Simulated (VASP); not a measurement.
Wanted: the native input for a VASP 6.6.1 run.

* Task: single point
* Functional: PBE
* Dispersion: D3(BJ)
* Potentials or basis: VASP PAW PBE potentials, release 64 (S, W_sv)
* Cutoff: 520 eV
* k mesh: 9 × 9 × 1
* Occupations: gaussian, width 0.05 eV
* Spin: no spin polarisation
* Dipole correction: yes
* Further INCAR settings: ALGO = Normal; EDIFF = 1e-06; NBANDS = 49

The structure of WS2 (Tungstenite) lies in POSCAR:

```
WS2
1.0
    3.1537893005      0.0000000000      0.0000000000
   -1.5768946503      2.7312616524      0.0000000000
    0.0000000000      0.0000000000     30.2931115581
S W
6 3
Direct
    0.6666666667      0.3333333333      0.2475810379
    0.6666666667      0.3333333333      0.3515591199
    0.3333333333      0.6666666667      0.4480109590
    0.3333333333      0.6666666667      0.5519890410
    0.6666666667      0.3333333333      0.6484408801
    0.6666666667      0.3333333333      0.7524189621
    0.3333333333      0.6666666667      0.2995700789
    0.6666666667      0.3333333333      0.5000000000
    0.3333333333      0.6666666667      0.7004299211
```

The input as run:

INCAR

```
SYSTEM = WS2
PREC = Accurate ; ENCUT = 520
EDIFF = 1E-6 ; ISMEAR = 0
SIGMA = 0.05 ; LREAL = .False.
LASPH = .True. ; NELM = 80
ALGO = Normal ; ISIF = 2
LWAVE = .False. ; LCHARG = .False.
LDIPOL = .True. ; IDIPOL = 3
DIPOL = 0.5 0.5 0.500 ; GGA = PE
IVDW = 12 ; NBANDS = 49
```

KPOINTS

```
regular mesh
0
Gamma
  9 9 1
  0 0 0
```

Potentials or basis: VASP PAW PBE potentials, release 64 (S, W_sv).

Command:

```console
$ cat potpaw_PBE.64/S/POTCAR potpaw_PBE.64/W_sv/POTCAR > POTCAR
$ mpirun -np 1 vasp_std > vasp.out
```

It gave:

- Largest force: 0.053 eV/Å
- Band gap on the k mesh: 1.25 eV, indirect (least direct gap 1.87 eV)
- Dispersion energy per atom: -0.392 eV

Caveat: spin-orbit coupling is left out, which moves the levels of the heavy elements.

Run time: 3.5 min on 1 thread of Intel(R) Xeon(R) Platinum 8175M CPU @ 2.50GHz (Skylake/Cascade Lake) (shared host), peak memory 0.42 GiB.
